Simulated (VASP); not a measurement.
Here is a VASP 6.6.1 calculation.

Contents of POSCAR:

```
SiO2
1.0
    4.9157734500      0.0000000000      0.0000000000
    0.0000000000      4.9157734500      0.0000000000
    0.0000000000      0.0000000000      6.8288759100
Si O
4 8
Direct
    0.8086094131      0.8086094131      0.5000000000
    0.6913905869      0.3086094131      0.2500000000
    0.1913905869      0.1913905869      0.0000000000
    0.3086094131      0.6913905869      0.7500000000
    0.2643109725      0.3784158461      0.8130015639
    0.1215841539      0.7643109725      0.5630015639
    0.7356890275      0.6215841539      0.3130015639
    0.8784158461      0.2356890275      0.0630015639
    0.7643109725      0.1215841539      0.4369984361
    0.6215841539      0.7356890275      0.6869984361
    0.2356890275      0.8784158461      0.9369984361
    0.3784158461      0.2643109725      0.1869984361
```

The input INCAR.step1:

```
SYSTEM = SiO2
  PREC = Accurate
  ENCUT = 520
  ISMEAR = -1
  SIGMA = 0.02
  LREAL = .FALSE.
  LASPH = .TRUE.
  NELM = 80
  NBANDS = 44
  GGA = PE
  ALGO = Normal
  EDIFF = 1E-4
  LWAVE = .TRUE.
  LCHARG = .FALSE.
```

Contents of INCAR.step2:

```
SYSTEM = SiO2
  PREC = Accurate
  ENCUT = 520
  EDIFF = 1E-6
  ISMEAR = -1
  SIGMA = 0.02
  LREAL = .FALSE.
  LASPH = .TRUE.
  NELM = 80
  ALGO = Normal
  ISIF = 2
  LWAVE = .FALSE.
  LCHARG = .FALSE.
  METAGGA = R2SCAN
  LMIXTAU = .TRUE.
  NBANDS = 44
  ISTART = 1
```

The input KPOINTS:

```
regular mesh
0
G
  6 6 4
  0 0 0
```

Potentials or basis: VASP PAW PBE potentials, release 64 (Si, O).

The run is started by

```sh
$ cat potpaw_PBE.64/Si/POTCAR potpaw_PBE.64/O/POTCAR > POTCAR
$ cp INCAR.step1 INCAR
$ mpirun -np 1 vasp_std > vasp.out
$ cp INCAR.step2 INCAR
$ mpirun -np 1 vasp_std > vasp.out
```

(1) What does it give for the pressure?

(2) What does it give for the largest force?

Results:

(1) 0.8 GPa.

(2) 0.031 eV/Å.

Caveat: the PAW data sets were made with another functional, which shifts forces and pressure a little.
